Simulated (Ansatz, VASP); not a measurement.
**CoO in VASP and in Ansatz**

Contents of INCAR:

```
PREC = Accurate ; ENCUT = 520
EDIFF = 1E-6 ; ISMEAR = 0
SIGMA = 0.02 ; LREAL = False
LASPH = True ; NELM = 150
ALGO = Normal ; ISIF = 2
LWAVE = False ; LCHARG = False
LMAXMIX = 4 ; LDAU = True
LDAUTYPE = 2 ; LDAUL = 2 -1
LDAUU = 3.32 0 ; LDAUJ = 0 0
LDAUPRINT = 1 ; GGA = PE
NBANDS = 14
```

The input KPOINTS:

```
Automatic mesh
0
Gamma
  12 12 12
```

POSCAR

```
CoO
1.0
    1.4851228673      0.8574360872      2.4069508786
   -1.4851228673      0.8574360872      2.4069508786
    0.0000000000     -1.7148721744      2.4069508786
Co O
1 1
Direct
    0.0000000000      0.0000000000      0.0000000000
    0.5000000000      0.5000000000      0.5000000000
```

Input for Ansatz:

```yaml
crystal:
  lattice:
    - [1.4851228673, 0.8574360872, 2.4069508786]
    - [-1.4851228673, 0.8574360872, 2.4069508786]
    - [0.0, -1.7148721744, 2.4069508786]
  atoms:
    - { symbol: Co, position: [0.0, 0.0, 0.0] }
    - { symbol: O, position: [0.5, 0.5, 0.5] }
basis:
  ecutwfc: 420
kpoints:
  mp_grid: { grid: [12, 12, 12] }
hamiltonian:
  xc: pbe
  hubbard: { sites: [{ species: Co, l: d, u_eff: 3.32 }] }
scf:
  occupations: { method: gaussian, width: 0.02 }
output:
  forces: true
  stress: true
  eigenvalues: true
```

Alike in both runs: task single point; functional PBE; k mesh 12 × 12 × 12; occupations gaussian, width 0.02 eV; no spin polarisation; Hubbard terms Co d U = 3.32 eV.

|  | VASP | Ansatz |
| --- | --- | --- |
| version | VASP 6.6.1 | Ansatz 0.2.0 |
| potentials or method | VASP PAW PBE potentials, release 64 (Co, O), cutoff 520 eV | scalar-relativistic, plane waves, PAW |
| valence electrons in the cell | 15 | 23 |

|  | VASP | Ansatz | Ansatz less VASP |
| --- | --- | --- | --- |
| gap on the k mesh at the Fermi level (eV) | none | none | - |
| pressure (GPa) | -13.0 | -11.2 | +1.83 |
| traceless stress, the component that is largest in VASP (GPa) | 0.81 | 0.81 | -0.004 |

The programs project onto different local orbitals, so the same U acts differently, and such runs can settle in different states. A gap of «none» marks a metal or a gap that the smearing closes. VASP's potentials hold 15 valence electrons a cell and Ansatz's 23, so a difference there can come from the potentials and not from the codes. Ansatz's warnings: filled band counts differ across k points.
